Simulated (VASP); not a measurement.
# Pd (I4/mmm) in VASP: further runs

The runs below take Pd through single point, with PBEsol.

All numbers are computed with VASP 6.6.1; they aren't measurements. Logs are shortened: lines on timing, memory, paths and dates and some standing lists are left out, and cuts for length are marked.

### Step 1. The cell of the first run

The structure is tetragonal, space group I4/mmm (No. 139). Conventional cell: a = 2.682 Å, b = 2.682 Å, c = 4.084 Å, α = 90.00°, β = 90.00°, γ = 90.00°. Within 3.5 Å of Pd (site symmetry 4/mmm) lie 12 Pd at 2.68 to 2.79 Å.

### Step 2. Single point, PBEsol (strain -0.025 along x and y, +0.050 along z)

File INCAR:

```
  PREC = Accurate
  ENCUT = 520
  EDIFF = 1E-6
  ISMEAR = 0
  SIGMA = 0.15
  LREAL = False
  LASPH = True
  NELM = 60
  ALGO = Fast
  ISIF = 2
  LWAVE = False
  LCHARG = True
  GGA = PS
  LELF = True
  LVHAR = True
  NBANDS = 11
```

File KPOINTS:

```
regular mesh
0
Gamma
  20 20 20
```

File POSCAR:

```
Pd
1.0
    0.0000000000      1.8962775000      2.0421450000
    1.8962775000      0.0000000000      2.0421450000
    1.8962775000      1.8962775000      0.0000000000
Pd
1
Direct
    0.0000000000      0.0000000000      0.0000000000
```

Potentials or basis: VASP PAW PBE potentials, release 64 (Pd).

On the command line:

```console
$ cat potpaw_PBE.64/Pd/POTCAR > POTCAR
$ mpirun -np 1 vasp_std > vasp.out
```

OUTCAR:

```text
PREC = Accurate
   ENCUT = 520
   EDIFF = 1E-6
   ISMEAR = 0
   LREAL = False
   LASPH = True
   NELM = 60
   ISIF = 2
   GGA = PS

 ion  position               nearest neighbor table
   1  0.000  0.000  0.000-

  LATTYP: Found a body centered tetragonal cell.
 ALAT       =     2.6817413585
 C/A-ratio  =     1.5229992210

  Lattice vectors:

 A1 = (  -1.8962775000,   0.0000000000,   2.0421450000)
 A2 = (   1.8962775000,   0.0000000000,   2.0421450000)
 A3 = (   0.0000000000,   1.8962775000,  -2.0421450000)

Analysis of symmetry for initial positions (statically):
=====================================================================
 Subroutine PRICEL returns:
 Original cell was already a primitive cell.

 Routine SETGRP: Setting up the symmetry group for a
 body centered tetragonal supercell.

 Subroutine GETGRP returns: Found 16 space group operations
 (whereof 16 operations were pure point group operations)
 out of a pool of 16 trial point group operations.

The static configuration has the point symmetry D_4h.

Analysis of symmetry for dynamics (positions and initial velocities):
=====================================================================
 Subroutine PRICEL returns:
 Original cell was already a primitive cell.

 Routine SETGRP: Setting up the symmetry group for a
 body centered tetragonal supercell.

 Subroutine GETGRP returns: Found 16 space group operations
 (whereof 16 operations were pure point group operations)
 out of a pool of 16 trial point group operations.

The dynamic configuration has the point symmetry D_4h.

 Subroutine INISYM returns: Found 16 space group operations
 (whereof 16 operations are pure point group operations),
 and found     1 'primitive' translations

----------------------------------------------------------------------------------------

                                     Primitive cell

  volume of cell :      14.6866

  direct lattice vectors                    reciprocal lattice vectors
     0.000000000  1.896277500  2.042145000    -0.263674489  0.263674489  0.244840597
     1.896277500  0.000000000  2.042145000     0.263674489 -0.263674489  0.244840597
     1.896277500  1.896277500  0.000000000     0.263674489  0.263674489 -0.244840597

  length of vectors
     2.786794675  2.786794675  2.681741359     0.446088993  0.446088993  0.446088993

  position of ions in fractional coordinates (direct lattice)
     0.000000000  0.000000000  0.000000000

  ion indices of the primitive-cell ions
   primitive index   ion index
[... 75 lines left out ...]
   EDIFFG = 0.1E-04   stopping-criterion for IOM
   NSW    =      0    number of steps for IOM
   IBRION =     -1    ionic relax: 0-MD 1-quasi-New 2-CG
   NFREE  =      0    steps in history (QN), initial steepest desc. (CG)
   ISIF   =      2    stress and relaxation
   ISYM   =      2    0-nonsym 1-usesym 2-fastsym
   POTIM  = 0.5000    time-step for ionic-motion
   TEBEG  =    0.0;   TEEND  =   0.0 temperature during run
   PSTRESS=    0.0 pullay stress
   NELECT =      10.0000    total number of electrons
   NUPDOWN=      -1.0000    fix difference up-down
   EMIN   =  10.00;   EMAX   =-10.00  energy-range for DOS
   EFERMI =   0.00;   METHOD = LEGACY
   ISMEAR =     0;   SIGMA  =   0.15  broadening in eV -4-tet -1-fermi 0-gaus
   EFERMI_NEDOS =   21; number of points for ismear=-14 and -15
   IALGO  =     68    algorithm
   IMIX   =      4    mixing-type and parameters
     AMIX     =   0.40;   BMIX     =  1.00
     AMIX_MAG =   1.60;   BMIX_MAG =  1.00
  volume/ion in A,a.u.               =      14.69        99.11
  Fermi-wavevector in a.u.,A,eV,Ry     =   1.440239  2.721658 28.222426  2.074290
  Thomas-Fermi vector in A             =   2.559006
   LORBIT       =      0    0 simple, 1 ext, 2 COOP (PROOUT), +10 PAW based schemes
   GGA     = PS    functional components
   LHFCALC =     F    Hartree Fock is set to
   AEXX    =    0.0000 exact exchange contribution
   IVDW    =     0    specifies the selected vdW correction
   LEPSILON=     F    determine dielectric tensor
   LRPA    =     F    only Hartree local field effects (RPA)
 non-spin polarized calculation
 RMM-DIIS sequential band-by-band and
 Gauss-broadening in eV      SIGMA  =   0.15
  energy-cutoff  :      520.00
  volume of cell :       14.69
 maximum number of plane-waves:       406
 NGX is ok and might be reduce to    24
   NGX = 11   NGY = 11   NGZ =  9

 number of electron      10.0000000 magnetization

 Free energy of the ion-electron system (eV)
  ---------------------------------------------------
  ext. energy  EPLUGINS =         0.00000000
  ---------------------------------------------------
  free energy    TOTEN  =        -5.96029716 eV

  energy without entropy =       -5.93390459  energy(sigma->0) =       -5.94710087

 E-fermi :   9.6839     XC(G=0): -13.4062

 val. band max:        9.6797981480   @ k =  -0.4500   0.0000   0.3000
 cond. band min:       9.6867690819   @ k =   0.4500   0.0000   0.0500
 fundamental gap:      0.0069709340
 Fermi energy:         9.6839314231

 k-point     1 :       0.0000    0.0000    0.0000
  band No.  band energies     occupation
      1       2.4221      2.00000
      2       6.3445      2.00000
      3       7.0875      2.00000
      4       7.0875      2.00000
      5       8.0503      2.00000
      6       8.8206      2.00000
      7      26.9154      0.00000
      8      30.4822      0.00000
      9      32.2086      0.00000
     10      32.2086      0.00000
     11      36.7977      0.00000
[... 309 lines left out ...]
 k-point    24 :      -0.3500    0.0500    0.0000
  band No.  band energies     occupation
      1       4.4793      2.00000
      2       6.5752      2.00000
      3       7.2734      2.00000
      4       8.2359      2.00000
      5       9.0646      2.00000
      6       9.8882      0.05406
      7      19.8986      0.00000
      8      26.5057      0.00000
      9      30.6070      0.00000
     10      33.1794      0.00000
     11      35.4470      0.00000

 [... further k-points ...]
[... 5 lines left out ...]
  --------------------------------------------------------------------------------------
  -------------------------------------------------------------------------------------
  Total        0.0167396      0.0167396     -0.4863736      0.0000000      0.0000000      0.0000000
  in kB        1.8261449      1.8261449    -53.0591419      0.0000000      0.0000000      0.0000000
  external PRESSURE =     -16.4689507 kB  Pullay stress =       0.0000000 kB

 VOLUME and BASIS-vectors are now :
 -----------------------------------------------------------------------------
  energy-cutoff  :      520.00
  volume of cell :       14.69
      direct lattice vectors                 reciprocal lattice vectors
     0.000000000  1.896277500  2.042145000    -0.263674489  0.263674489  0.244840597
     1.896277500  0.000000000  2.042145000     0.263674489 -0.263674489  0.244840597
     1.896277500  1.896277500  0.000000000     0.263674489  0.263674489 -0.244840597

 POSITION                                       TOTAL-FORCE (eV/Angst)
 -----------------------------------------------------------------------------------
      0.00000      0.00000      0.00000         0.000000     -0.000000      0.000000
 -----------------------------------------------------------------------------------
    total drift:                                0.000000      0.000000     -0.000000

  FREE ENERGIE OF THE ION-ELECTRON SYSTEM (eV)
  ---------------------------------------------------
  free  energy   TOTEN  =        -5.9602971570 eV

  energy  without entropy=       -5.9339045859  energy(sigma->0) =       -5.94710087
```

stdout:

```text
POSCAR found type information on POSCAR Pd
 POSCAR found :  1 types and       1 ions
 scaLAPACK will be used
 -----------------------------------------------------------------------------
|                                                                             |
|                                                                             |
|     You enforced a specific xc type in the INCAR file but a different       |
|     I HOPE YOU KNOW WHAT YOU ARE DOING!                                     |
|                                                                             |
 -----------------------------------------------------------------------------

 LDA part: xc-table for (Slater+PW92), standard interpolation
 POSCAR, INCAR and KPOINTS ok, starting setup
 FFT: planning ... GRIDC
 FFT: planning ... GRID_SOFT
 FFT: planning ... GRID
 WAVECAR not read
 entering main loop
```

It took 50 s on 1 thread of Intel Xeon Platinum 8375C at 2.90GHz (Ice Lake), shared host; peak memory 0.22 GiB.

What came out:

| Quantity | Value |
| --- | --- |
| Free energy | -5.9603 eV |
| Pressure | -1.6 GPa |
| Band gap on the k mesh | zero (band 5 reaches 10.26 eV, above the bottom of band 6 at 8.42 eV) |

Stress tensor (GPa, compression positive):
```
 0.18  0.00  0.00
 0.00  0.18  0.00
 0.00  0.00 -5.31
```

Levels at points of the mesh, in eV from the Fermi level:
```csv
k point,band 3,band 4,band 5,band 6,band 7,band 8
"(0.00, 0.00, 0.00)",-2.60,-2.60,-1.63,-0.86,17.23,20.80
"(0.50, 0.00, 0.00)",-2.58,-0.15,0.13,0.94,7.34,16.29
"(0.50, 0.50, 0.00)",0.01,0.28,0.28,2.34,9.47,14.10
"(0.50, 0.00, 0.50)",-0.08,0.03,0.58,3.77,11.45,12.53
```

Caveat: the cell differs from its parent crystal (strain -0.025 along x and y, +0.050 along z); the PAW data sets were made with another functional, which shifts forces and pressure a little.

### Step 3. Single point, PBEsol (strain +0.000 along x and y, +0.025 along z)

File INCAR:

```
ALGO = Normal
EDIFF = 1E-6
ENCUT = 520
GGA = PS
ISIF = 2
ISMEAR = 0
LASPH = T
LCHARG = F
LREAL = F
LWAVE = F
NBANDS = 11
NELM = 80
PREC = Accurate
SIGMA = 0.15
```

File KPOINTS:

```
k-points
0
Gamma
  20 20 20
```

File POSCAR:

```
Pd
1.0
    0.0000000000      1.9449000000      1.9935225000
    1.9449000000      0.0000000000      1.9935225000
    1.9449000000      1.9449000000      0.0000000000
Pd
1
Direct
    0.0000000000      0.0000000000      0.0000000000
```

Potentials or basis: VASP PAW PBE potentials, release 64 (Pd).

On the command line:

```console
$ cat potpaw_PBE.64/Pd/POTCAR > POTCAR
$ mpirun -np 1 vasp_std > vasp.out
```

OUTCAR:

```text
EDIFF = 1E-6
   ENCUT = 520
   GGA = PS
   ISIF = 2
   ISMEAR = 0
   LASPH = T
   LREAL = F
   NELM = 80
   PREC = Accurate

 ion  position               nearest neighbor table
   1  0.000  0.000  0.000-

  LATTYP: Found a body centered tetragonal cell.
 ALAT       =     2.7505039575
 C/A-ratio  =     1.4495689014

  Lattice vectors:

 A1 = (  -1.9449000000,   0.0000000000,   1.9935225000)
 A2 = (   1.9449000000,   0.0000000000,   1.9935225000)
 A3 = (   0.0000000000,   1.9449000000,  -1.9935225000)

Analysis of symmetry for initial positions (statically):
=====================================================================
 Subroutine PRICEL returns:
 Original cell was already a primitive cell.

 Routine SETGRP: Setting up the symmetry group for a
 body centered tetragonal supercell.

 Subroutine GETGRP returns: Found 16 space group operations
 (whereof 16 operations were pure point group operations)
 out of a pool of 16 trial point group operations.

The static configuration has the point symmetry D_4h.

Analysis of symmetry for dynamics (positions and initial velocities):
=====================================================================
 Subroutine PRICEL returns:
 Original cell was already a primitive cell.

 Routine SETGRP: Setting up the symmetry group for a
 body centered tetragonal supercell.

 Subroutine GETGRP returns: Found 16 space group operations
 (whereof 16 operations were pure point group operations)
 out of a pool of 16 trial point group operations.

The dynamic configuration has the point symmetry D_4h.

 Subroutine INISYM returns: Found 16 space group operations
 (whereof 16 operations are pure point group operations),
 and found     1 'primitive' translations

----------------------------------------------------------------------------------------

                                     Primitive cell

  volume of cell :      15.0815

  direct lattice vectors                    reciprocal lattice vectors
[... 108 lines left out ...]
  Thomas-Fermi vector in A             =   2.547712
   LORBIT       =      0    0 simple, 1 ext, 2 COOP (PROOUT), +10 PAW based schemes
   GGA     = PS    functional components
   LHFCALC =     F    Hartree Fock is set to
   AEXX    =    0.0000 exact exchange contribution
   IVDW    =     0    specifies the selected vdW correction
   LEPSILON=     F    determine dielectric tensor
   LRPA    =     F    only Hartree local field effects (RPA)
 non-spin polarized calculation
 Gauss-broadening in eV      SIGMA  =   0.15
  energy-cutoff  :      520.00
  volume of cell :       15.08
 maximum number of plane-waves:       420
 NGX is ok and might be reduce to    24
   NGX = 11   NGY = 11   NGZ = 11

 number of electron      10.0000000 magnetization

 number of electron       9.9999998 magnetization

 Free energy of the ion-electron system (eV)
  ---------------------------------------------------
  ext. energy  EPLUGINS =         0.00000000
  ---------------------------------------------------
  free energy    TOTEN  =        -5.95998230 eV

  energy without entropy =       -5.93198402  energy(sigma->0) =       -5.94598316

 E-fermi :   9.2434     XC(G=0): -13.2434

 val. band max:        9.2421791303   @ k =  -0.1500   0.4000   0.3000
 cond. band min:       9.2438619242   @ k =   0.5000   0.3000   0.0500
 fundamental gap:      0.0016827939
 Fermi energy:         9.2433960151

 k-point     1 :       0.0000    0.0000    0.0000
  band No.  band energies     occupation
      1       2.1814      2.00000
      2       6.3381      2.00000
      3       6.5692      2.00000
      4       6.5692      2.00000
      5       7.9409      2.00000
      6       8.1797      2.00000
      7      26.3739      0.00000
      8      30.6362      0.00000
      9      31.1936      0.00000
     10      31.1936      0.00000
     11      35.3894      0.00000
[... 309 lines left out ...]
 k-point    24 :      -0.3500    0.0500    0.0000
  band No.  band energies     occupation
      1       4.2222      2.00000
      2       6.4573      2.00000
      3       6.7241      2.00000
      4       7.8509      2.00000
      5       8.6620      2.00000
      6       9.3762      0.21064
      7      19.2793      0.00000
      8      26.2599      0.00000
      9      29.9161      0.00000
     10      31.9434      0.00000
     11      35.1701      0.00000

 [... further k-points ...]
[... 5 lines left out ...]
  --------------------------------------------------------------------------------------
  -------------------------------------------------------------------------------------
  Total       -0.5972324     -0.5972324     -0.7337285      0.0000000      0.0000000     -0.0000000
  in kB      -63.4465823    -63.4465823    -77.9471545      0.0000000      0.0000000     -0.0000000
  external PRESSURE =     -68.2801063 kB  Pullay stress =       0.0000000 kB

 VOLUME and BASIS-vectors are now :
 -----------------------------------------------------------------------------
  energy-cutoff  :      520.00
  volume of cell :       15.08
      direct lattice vectors                 reciprocal lattice vectors
     0.000000000  1.944900000  1.993522500    -0.257082626  0.257082626  0.250812318
     1.944900000  0.000000000  1.993522500     0.257082626 -0.257082626  0.250812318
     1.944900000  1.944900000  0.000000000     0.257082626  0.257082626 -0.250812318

 POSITION                                       TOTAL-FORCE (eV/Angst)
 -----------------------------------------------------------------------------------
      0.00000      0.00000      0.00000         0.000000      0.000000      0.000000
 -----------------------------------------------------------------------------------
    total drift:                                0.000000      0.000000     -0.000000

  FREE ENERGIE OF THE ION-ELECTRON SYSTEM (eV)
  ---------------------------------------------------
  free  energy   TOTEN  =        -5.9599822992 eV

  energy  without entropy=       -5.9319840207  energy(sigma->0) =       -5.94598316
```

It took 44 s on 1 thread of Intel Xeon Platinum 8375C at 2.90GHz (Ice Lake), shared host; peak memory 0.22 GiB.

Results:

```yaml
Free_energy: -5.9600 eV
Pressure: -6.8 GPa
Band_gap_on_the_k_mesh: zero (band 5 reaches 9.61 eV, above the bottom of band 6 at 8.00 eV)
```

Caveat: the cell differs from its parent crystal (strain +0.000 along x and y, +0.025 along z); the PAW data sets were made with another functional, which shifts forces and pressure a little.

### Step 4. Single point, PBEsol (strain +0.000 along x and y, +0.050 along z)

File INCAR:

```
  PREC = Accurate
  ENCUT = 520
  EDIFF = 1E-6
  ISMEAR = 0
  SIGMA = 0.15
  LREAL = False
  LASPH = True
  NELM = 60
  ALGO = Fast
  ISIF = 2
  LWAVE = False
  LCHARG = True
  GGA = PS
  LELF = True
  LVHAR = True
  NBANDS = 11
```

File KPOINTS:

```
regular mesh
0
Gamma
  20 20 20
```

File POSCAR:

```
Pd
1.0
    0.0000000000      1.9449000000      2.0421450000
    1.9449000000      0.0000000000      2.0421450000
    1.9449000000      1.9449000000      0.0000000000
Pd
1
Direct
    0.0000000000      0.0000000000      0.0000000000
```

Potentials or basis: VASP PAW PBE potentials, release 64 (Pd).

On the command line:

```console
$ cat potpaw_PBE.64/Pd/POTCAR > POTCAR
$ mpirun -np 1 vasp_std > vasp.out
```

OUTCAR:

```text
PREC = Accurate
   ENCUT = 520
   EDIFF = 1E-6
   ISMEAR = 0
   LREAL = False
   LASPH = True
   NELM = 60
   ISIF = 2
   GGA = PS

 ion  position               nearest neighbor table
   1  0.000  0.000  0.000-

  LATTYP: Found a body centered tetragonal cell.
 ALAT       =     2.7505039575
 C/A-ratio  =     1.4849242405

  Lattice vectors:

 A1 = (  -1.9449000000,   0.0000000000,   2.0421450000)
 A2 = (   1.9449000000,   0.0000000000,   2.0421450000)
[... 517 lines left out ...]
     11      34.3125      0.00000

 [... further k-points ...]

------------------------ aborting loop because EDIFF is reached ----------------------------------------

  FORCE on cell =-STRESS in cart. coord.  units (eV):
  Direction    XX          YY          ZZ          XY          YZ          ZX
  --------------------------------------------------------------------------------------
  -------------------------------------------------------------------------------------
  Total       -0.9156458     -0.9156458     -1.1782989      0.0000000      0.0000000      0.0000000
  in kB      -94.9569966    -94.9569966   -122.1954180      0.0000000      0.0000000      0.0000000
  external PRESSURE =    -104.0364704 kB  Pullay stress =       0.0000000 kB

 VOLUME and BASIS-vectors are now :
 -----------------------------------------------------------------------------
  energy-cutoff  :      520.00
  volume of cell :       15.45
      direct lattice vectors                 reciprocal lattice vectors
     0.000000000  1.944900000  2.042145000    -0.257082626  0.257082626  0.244840597
     1.944900000  0.000000000  2.042145000     0.257082626 -0.257082626  0.244840597
     1.944900000  1.944900000  0.000000000     0.257082626  0.257082626 -0.244840597

 POSITION                                       TOTAL-FORCE (eV/Angst)
 -----------------------------------------------------------------------------------
      0.00000      0.00000      0.00000         0.000000      0.000000     -0.000000
 -----------------------------------------------------------------------------------
    total drift:                               -0.000000      0.000000     -0.000000

  FREE ENERGIE OF THE ION-ELECTRON SYSTEM (eV)
  ---------------------------------------------------
  free  energy   TOTEN  =        -5.9370679629 eV

  energy  without entropy=       -5.9083301619  energy(sigma->0) =       -5.92269906
```

It took 53 s on 1 thread of Intel Xeon Platinum 8375C at 2.90GHz (Ice Lake), shared host; peak memory 0.22 GiB.

Results:

```yaml
Free_energy: -5.9371 eV
Pressure: -10.4 GPa
Band_gap_on_the_k_mesh: zero (band 5 reaches 9.28 eV, above the bottom of band 6 at 7.66 eV)
```

Stress tensor (GPa, compression positive):
```
 -9.50   0.00   0.00
  0.00  -9.50   0.00
  0.00   0.00 -12.22
```

Caveat: the cell differs from its parent crystal (strain +0.000 along x and y, +0.050 along z); the PAW data sets were made with another functional, which shifts forces and pressure a little.

(Continued in part 2 of 2.)
